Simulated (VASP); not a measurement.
A run of VASP 6.6.1 is set up as follows.

The input INCAR:

```
ALGO = Normal
EDIFF = 1E-7
ENCUT = 520
GGA = PE
ISIF = 2
ISMEAR = 0
IVDW = 12
LASPH = T
LCHARG = F
LREAL = F
LWAVE = F
NBANDS = 12
NELM = 100
PREC = Accurate
SIGMA = 0.1
```

KPOINTS

```
k-points
0
Gamma
  18 18 18
```

File POSCAR:

```
V
1.0
    0.0000000000      1.8800713845      1.8800713845
    1.8800713845      0.0000000000      1.8800713845
    1.8800713845      1.8800713845      0.0000000000
V
1
Direct
    0.0000000000      0.0000000000      0.0000000000
```

Potentials or basis: VASP PAW PBE potentials, release 64 (V_sv).

Command:

```console
$ cat potpaw_PBE.64/V_sv/POTCAR > POTCAR
$ mpirun -np 1 vasp_std > vasp.out
```

(1) Estimate the pressure.

(2) Predict the dispersion energy per atom.

## Answers

(1) 0.2 GPa.

(2) -0.689 eV.

Caveat: pairwise dispersion overbinds metals, which lowers pressure and volume.
